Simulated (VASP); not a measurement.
ZrOs, 2 atoms in the cell. Symmetry: Pm-3m, No. 221, cubic system. The conventional cell has a = 3.273 Å, b = 3.273 Å, c = 3.273 Å, α = 90.00°, β = 90.00°, γ = 90.00°. Within 3.7 Å of Zr (site symmetry m-3m) lie 8 Os at 2.83 Å and 6 Zr at 3.27 Å. Os (site symmetry m-3m) has 8 Zr at 2.83 Å and 6 Os at 3.27 Å within 3.7 Å. 

```yaml
Program: VASP 6.6.1
Task: single point
Functional: r2SCAN
Potentials_or_basis: VASP PAW PBE potentials, release 64 (Zr_sv, Os)
Cutoff: 520 eV
k_mesh: 12 × 12 × 12
Occupations: gaussian, width 0.1 eV
Spin: no spin polarisation
Dipole_correction: no
Further_INCAR_settings: ALGO = Normal; EDIFF = 1e-06; NBANDS = 17
```

Potentials or basis: VASP PAW PBE potentials, release 64 (Zr_sv, Os).

Run with:

```console
$ cat potpaw_PBE.64/Zr_sv/POTCAR potpaw_PBE.64/Os/POTCAR > POTCAR
$ cp INCAR.step1 INCAR
$ mpirun -np 1 vasp_std > vasp.out
$ cp INCAR.step2 INCAR
$ mpirun -np 1 vasp_std > vasp.out
```

Hardware: 1 thread of Intel(R) Xeon(R) Platinum 8488C (Sapphire Rapids), on a shared host.

Q: How long does it take, and how much memory?

A: It took 80 s on 1 thread of Intel(R) Xeon(R) Platinum 8488C (Sapphire Rapids) (shared host), peak memory 0.18 GiB. Counts: k points 84.
